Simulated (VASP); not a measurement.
# Ge (I4_1/amd) in VASP: a series of runs, part 3 of 3

VASP 6.6.1.

## 4. Single point, PBEsol (strain +0.015 along x and y, -0.015 along z)

Input file INCAR:

```
PREC = Accurate
ENCUT = 520
EDIFF = 1E-7
ISMEAR = 0
SIGMA = 0.15
LREAL = False
LASPH = True
NELM = 80
ALGO = Normal
ISIF = 2
LWAVE = False
LCHARG = False
GGA = PS
NBANDS = 21
```

Input file KPOINTS:

```
regular mesh
0
Gamma
  20 20 20
```

Input file POSCAR:

```
Ge
1.0
   -2.6131070648      2.6131070648      1.3764514536
    2.6131070648     -2.6131070648      1.3764514536
    2.6131070648      2.6131070648     -1.3764514536
Ge
2
Direct
    0.2500000000      0.7500000000      0.5000000000
    0.5000000000      0.5000000000      0.0000000000
```

Potentials or basis: VASP PAW PBE potentials, release 64 (Ge_d).

Started as:

```console
cat potpaw_PBE.64/Ge_d/POTCAR > POTCAR
mpirun -np 1 vasp_std > vasp.out
```

OUTCAR:

```text
PREC = Accurate
   ENCUT = 520
   EDIFF = 1E-7
   ISMEAR = 0
   LREAL = False
   LASPH = True
   NELM = 80
   ISIF = 2
   GGA = PS

 ion  position               nearest neighbor table
   1  0.250  0.750  0.500-   2 2.70   2 2.70   2 2.70   2 2.70
   2  0.500  0.500  0.000-   1 2.70   1 2.70   1 2.70   1 2.70

  LATTYP: Found a body centered tetragonal cell.
 ALAT       =     5.2262141296
 C/A-ratio  =     0.5267489695

  Lattice vectors:

 A1 = (  -2.6131070648,   2.6131070648,   1.3764514536)
 A2 = (   2.6131070648,  -2.6131070648,   1.3764514536)
 A3 = (   2.6131070648,   2.6131070648,  -1.3764514536)

Analysis of symmetry for initial positions (statically):
=====================================================================
 Subroutine PRICEL returns:
 Original cell was already a primitive cell.

 Routine SETGRP: Setting up the symmetry group for a
 body centered tetragonal supercell.

 Subroutine GETGRP returns: Found 16 space group operations
 (whereof  8 operations were pure point group operations)
 out of a pool of 16 trial point group operations.

The static configuration has the point symmetry D_2d.
 The point group associated with its full space group is D_4h.

Analysis of symmetry for dynamics (positions and initial velocities):
=====================================================================
 Subroutine PRICEL returns:
 Original cell was already a primitive cell.

 Routine SETGRP: Setting up the symmetry group for a
 body centered tetragonal supercell.

 Subroutine GETGRP returns: Found 16 space group operations
 (whereof  8 operations were pure point group operations)
 out of a pool of 16 trial point group operations.

The dynamic configuration has the point symmetry D_2d.
 The point group associated with its full space group is D_4h.

 Subroutine INISYM returns: Found 16 space group operations
 (whereof  8 operations are pure point group operations),
 and found     1 'primitive' translations

----------------------------------------------------------------------------------------

                                     Primitive cell

  volume of cell :      37.5955

  direct lattice vectors                    reciprocal lattice vectors
    -2.613107065  2.613107065  1.376451454     0.000000000  0.191343098  0.363252913
     2.613107065 -2.613107065  1.376451454     0.191343098  0.000000000  0.363252913
     2.613107065  2.613107065 -1.376451454     0.191343098  0.191343098  0.000000000

  length of vectors
     3.943510577  3.943510577  3.943510577     0.410566511  0.410566511  0.270600004

  position of ions in fractional coordinates (direct lattice)
     0.250000000  0.750000000  0.500000000
     0.500000000  0.500000000  0.000000000

  ion indices of the primitive-cell ions
   primitive index   ion index
                 1           1
                 2           2

----------------------------------------------------------------------------------------

 KPOINTS: regular mesh

Automatic generation of k-mesh.
 Grid dimensions read from file:
 generate k-points for:   20   20   20

 Generating k-lattice:

  Cartesian coordinates                     Fractional coordinates (reciprocal lattice)
     0.000000000  0.009567155  0.018162646     0.050000000 -0.000000000  0.000000000
     0.009567155  0.000000000  0.018162646    -0.000000000  0.050000000  0.000000000
     0.009567155  0.009567155  0.000000000     0.000000000  0.000000000  0.050000000

  Length of vectors
     0.020528326  0.020528326  0.013530000

  Shift w.r.t. Gamma in fractional coordinates (k-lattice)
     0.000000000  0.000000000  0.000000000

 Subroutine IBZKPT returns following result:
 ===========================================

 Found    641 irreducible k-points:

 Following reciprocal coordinates:
            Coordinates               Weight
  0.000000  0.000000  0.000000      1.000000
  0.050000 -0.000000  0.000000      8.000000
  0.100000 -0.000000  0.000000      8.000000
  0.150000  0.000000 -0.000000      8.000000
  0.200000 -0.000000  0.000000      8.000000
  0.250000  0.000000 -0.000000      8.000000
[... 16 lines left out ...]
 -0.400000  0.050000  0.000000     16.000000
 -0.350000  0.050000  0.000000     16.000000
 [... further k-points ...]
   k-points           NKPTS =    641   k-points in BZ     NKDIM =    641   number of bands    NBANDS=     21
   number of dos      NEDOS =    301   number of ions     NIONS =      2
   total plane-waves  NPLWV =  27000
   dimension x,y,z NGX =    30 NGY =   30 NGZ =   30
   dimension x,y,z NGXF=    60 NGYF=   60 NGZF=   60
   ions per type =               2
   NGX,Y,Z   is equivalent  to a cutoff of  12.65, 12.65, 12.65 a.u.
   NGXF,Y,Z  is equivalent  to a cutoff of  25.29, 25.29, 25.29 a.u.
 SYSTEM =  unknown system
   PREC   = accura    normal or accurate (medium, high low for compatibility)
   ISTART =      0    job   : 0-new  1-cont  2-samecut
   ICHARG =      2    charge: 1-file 2-atom 10-const
   ISPIN  =      1    spin polarized calculation?
   LNONCOLLINEAR =      F non collinear calculations
   LSORBIT =      F    spin-orbit coupling
   LASPH  =      T    aspherical Exc in radial PAW
   ENCUT  =  520.0 eV  38.22 Ry    6.18 a.u.   7.33  7.33  7.33*2*pi/ulx,y,z
   NELM   =     80;   NELMIN=  2; NELMDL= -5     # of ELM steps
   EDIFF  = 0.1E-06   stopping-criterion for ELM
   LREAL  =      F    real-space projection
   EDIFFG = 0.1E-05   stopping-criterion for IOM
   NSW    =      0    number of steps for IOM
   IBRION =     -1    ionic relax: 0-MD 1-quasi-New 2-CG
   NFREE  =      0    steps in history (QN), initial steepest desc. (CG)
   ISIF   =      2    stress and relaxation
   ISYM   =      2    0-nonsym 1-usesym 2-fastsym
   POTIM  = 0.5000    time-step for ionic-motion
   TEBEG  =    0.0;   TEEND  =   0.0 temperature during run
   PSTRESS=    0.0 pullay stress
   NELECT =      28.0000    total number of electrons
   NUPDOWN=      -1.0000    fix difference up-down
   EMIN   =  10.00;   EMAX   =-10.00  energy-range for DOS
   EFERMI =   0.00;   METHOD = LEGACY
   ISMEAR =     0;   SIGMA  =   0.15  broadening in eV -4-tet -1-fermi 0-gaus
   EFERMI_NEDOS =   21; number of points for ismear=-14 and -15
   IALGO  =     38    algorithm
   IMIX   =      4    mixing-type and parameters
     AMIX     =   0.40;   BMIX     =  1.00
     AMIX_MAG =   1.60;   BMIX_MAG =  1.00
  volume/ion in A,a.u.               =      18.80       126.85
  Fermi-wavevector in a.u.,A,eV,Ry     =   1.483938  2.804236 29.961006  2.202072
  Thomas-Fermi vector in A             =   2.597537
   LORBIT       =      0    0 simple, 1 ext, 2 COOP (PROOUT), +10 PAW based schemes
   GGA     = PS    functional components
   LHFCALC =     F    Hartree Fock is set to
   AEXX    =    0.0000 exact exchange contribution
   IVDW    =     0    specifies the selected vdW correction
   LEPSILON=     F    determine dielectric tensor
   LRPA    =     F    only Hartree local field effects (RPA)
 non-spin polarized calculation
 Gauss-broadening in eV      SIGMA  =   0.15
  energy-cutoff  :      520.00
  volume of cell :       37.60
 maximum number of plane-waves:      1031
 NGX is ok and might be reduce to    30
   NGX = 15   NGY = 15   NGZ = 15

 number of electron      28.0000016 magnetization

 Free energy of the ion-electron system (eV)
  ---------------------------------------------------
  ext. energy  EPLUGINS =         0.00000000
  ---------------------------------------------------
  free energy    TOTEN  =        -9.52682673 eV

  energy without entropy =       -9.51777434  energy(sigma->0) =       -9.52230053

 E-fermi :   6.4680     XC(G=0): -11.3945

 val. band max:        6.4652041342   @ k =   0.4500   0.4500  -0.0000
 cond. band min:       6.4691092585   @ k =  -0.0500  -0.2500   0.0500
 fundamental gap:      0.0039051243
 Fermi energy:         6.4679651224

 k-point     1 :       0.0000    0.0000    0.0000
  band No.  band energies     occupation
      1     -18.1576      2.00000
      2     -18.1356      2.00000
      3     -18.1055      2.00000
      4     -18.0870      2.00000
      5     -17.9805      2.00000
      6     -17.9805      2.00000
[... 13 lines left out ...]
     20      17.6607      0.00000
     21      18.6760      0.00000
[... 529 lines left out ...]
 k-point    24 :      -0.3500    0.0500    0.0000
  band No.  band energies     occupation
      1     -18.1233      2.00000
      2     -18.0592      2.00000
      3     -18.0538      2.00000
      4     -18.0471      2.00000
      5     -18.0280      2.00000
      6     -18.0062      2.00000
[... 13 lines left out ...]
     20      15.2786      0.00000
     21      17.1726      0.00000

 [... further k-points ...]

------------------------ aborting loop because EDIFF is reached ----------------------------------------

  FORCE on cell =-STRESS in cart. coord.  units (eV):
  Direction    XX          YY          ZZ          XY          YZ          ZX
  --------------------------------------------------------------------------------------
  -------------------------------------------------------------------------------------
  Total       -0.6502257     -0.6502257      0.0948789      0.0000000      0.0000000      0.0000000
  in kB      -27.7101825    -27.7101825      4.0433851      0.0000000      0.0000000      0.0000000
  external PRESSURE =     -17.1256600 kB  Pullay stress =       0.0000000 kB

 VOLUME and BASIS-vectors are now :
 -----------------------------------------------------------------------------
  energy-cutoff  :      520.00
  volume of cell :       37.60
      direct lattice vectors                 reciprocal lattice vectors
    -2.613107065  2.613107065  1.376451454     0.000000000  0.191343098  0.363252913
     2.613107065 -2.613107065  1.376451454     0.191343098  0.000000000  0.363252913
     2.613107065  2.613107065 -1.376451454     0.191343098  0.191343098  0.000000000

 POSITION                                       TOTAL-FORCE (eV/Angst)
 -----------------------------------------------------------------------------------
      2.61311     -0.00000      0.68823        -0.000000     -0.000000      0.000000
      0.00000      0.00000      1.37645         0.000000      0.000000     -0.000000
 -----------------------------------------------------------------------------------
    total drift:                                0.000000     -0.000000      0.000000

  FREE ENERGIE OF THE ION-ELECTRON SYSTEM (eV)
  ---------------------------------------------------
  free  energy   TOTEN  =        -9.5268267275 eV

  energy  without entropy=       -9.5177743425  energy(sigma->0) =       -9.52230053
```

stdout:

```text
POSCAR found type information on POSCAR Ge
 POSCAR found :  1 types and       2 ions
 scaLAPACK will be used
 -----------------------------------------------------------------------------
|                                                                             |
|                                                                             |
|     You enforced a specific xc type in the INCAR file but a different       |
|     I HOPE YOU KNOW WHAT YOU ARE DOING!                                     |
|                                                                             |
 -----------------------------------------------------------------------------

 LDA part: xc-table for (Slater+PW92), standard interpolation
 POSCAR, INCAR and KPOINTS ok, starting setup
 FFT: planning ... GRIDC
 FFT: planning ... GRID_SOFT
 FFT: planning ... GRID
 WAVECAR not read
 entering main loop
```

Wall time 8.2 min (1 thread of Intel Xeon 8259CL, shared host); peak memory 0.49 GiB.

Results:

| Property | Result |
| --- | --- |
| Free energy | -9.5268 eV |
| Pressure | -1.7 GPa |
| Band gap on the k mesh | zero (bands 14 and 15 overlap by 4.93 eV) |

Stress tensor (GPa, compression positive):
```
-2.77  0.00  0.00
 0.00 -2.77  0.00
 0.00  0.00  0.40
```

Levels at points of the mesh, in eV from the Fermi level:
| k point | band 11 | band 12 | band 13 | band 14 | band 15 | band 16 | band 17 | band 18 |
| --- | --- | --- | --- | --- | --- | --- | --- | --- |
| (0.00, 0.00, 0.00) | -13.17 | -4.45 | -2.41 | -2.41 | 3.18 | 7.23 | 7.23 | 8.60 |
| (0.50, 0.00, 0.00) | -7.75 | -6.18 | -2.66 | -2.07 | -1.12 | 2.57 | 3.51 | 5.40 |
| (0.50, 0.50, 0.00) | -10.52 | -10.52 | 0.47 | 0.47 | 1.61 | 1.61 | 8.06 | 8.06 |
| (0.50, 0.50, 0.50) | -8.97 | -8.97 | -5.83 | -5.83 | 6.81 | 6.81 | 10.44 | 10.44 |

Caveat: the cell differs from its parent crystal (strain +0.015 along x and y, -0.015 along z); the PAW data sets were made with another functional, which shifts forces and pressure a little.

## 5. Summary

```csv
cell,gap on the mesh (eV),pressure (GPa)
"a = 3.936 Å, angles 96.8, 96.8, 139.7°, 2 atoms",none,-0.5
"a = 3.907 Å, angles 97.6, 97.6, 137.4°, 2 atoms",none,-1.9
"a = 3.944 Å, angles 97.0, 97.0, 139.1°, 2 atoms",none,-1.7
```

Alike in all rows: task single point; level PBEsol; potentials or basis VASP PAW PBE potentials, release 64 (Ge_d); no spin polarisation; k mesh 20 × 20 × 20; cutoff (eV) 520; smearing gaussian 0.15 eV.

Caveats: the PAW data sets were made with another functional, which shifts forces and pressure a little.

Total energies depend on the potentials used, so only differences within one code and one set of settings carry meaning.
